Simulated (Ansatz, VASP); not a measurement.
## One calculation of Pd, two programs

INCAR

```
SYSTEM = Pd
PREC     = Accurate       ! precision mode
ENCUT    = 520            ! plane-wave cutoff, eV
EDIFF    = 1E-6           ! SCF threshold, eV
ISMEAR   = -1             ! smearing method
SIGMA    = 0.05           ! smearing width, eV
LREAL    = .FALSE.        ! projectors in reciprocal space
LASPH    = .TRUE.         ! aspherical terms in the spheres
NELM     = 150            ! most SCF steps
ALGO     = Normal         ! electronic algorithm
ISIF     = 2              ! what is computed and relaxed
LWAVE    = .FALSE.        ! write WAVECAR
LCHARG   = .FALSE.        ! write CHGCAR
ISPIN    = 2              ! spin polarisation
MAGMOM   = 0.5 -0.5       ! initial moments
LORBIT   = 11             ! projections on sites
LMAXMIX  = 4              ! l up to which the mixer works
GGA      = RE             ! functional
NBANDS   = 21             ! bands
```

KPOINTS

```
regular mesh
0
G
  11 11 11
  0 0 0
```

Contents of POSCAR:

```
Pd
1.0
    3.2804006717      0.0000000000      0.0000000000
    0.0000000000      3.2804006717      0.0000000000
    0.0000000000      0.0000000000      3.2804006717
Pd
2
Direct
    0.0000000000      0.0000000000      0.0000000000
    0.5000000000      0.5000000000      0.5000000000
```

Input for Ansatz:

```yaml
crystal:
  lattice:
    - [3.2804006717, 0.0, 0.0]
    - [0.0, 3.2804006717, 0.0]
    - [0.0, 0.0, 3.2804006717]
  atoms:
    - { symbol: Pd, position: [0.0, 0.0, 0.0], spin: 0.5 }
    - { symbol: Pd, position: [0.5, 0.5, 0.5], spin: -0.5 }
hamiltonian:
  xc: revpbe
  pseudopotentials:
    kind: paw
    azcp:
      Pd: "pseudopotentials/Pd.paw.azcp"
basis:
  ecutwfc: 420
  fft_grid_basis: typed
kpoints:
  mp_grid: { grid: [11, 11, 11], shift: [0, 0, 0] }
magnetization:
  spin_polarized: true
scf:
  occupations: { method: fermi_dirac, width: 0.05 }
  lower_state_search: "off"
output:
  stress: true
```

Alike in both runs: task single point; functional revPBE; k mesh 11 × 11 × 11; occupations fermi-dirac, width 0.05 eV; collinear spin.

|  | VASP | Ansatz |
| --- | --- | --- |
| version | VASP 6.6.1 | Ansatz 0.2.0 |
| potentials or method | VASP PAW PBE potentials, release 64 (Pd), cutoff 520 eV | plane waves (420 eV) with PAW, scalar-relativistic |
| valence electrons in the cell | 20 | 36 |

|  | VASP | Ansatz | Ansatz less VASP |
| --- | --- | --- | --- |
| pressure (GPa) | -12.4 | -12.3 | +0.12 |
| net moment per atom (μB) | 0.00 | 0.00 | 0.000 |

VASP's potentials were made for PBE, not for revPBE. VASP's potentials hold 20 valence electrons a cell and Ansatz's 36, so a difference there can come from the potentials and not from the codes. Ansatz's warnings: seeded moment not kept.
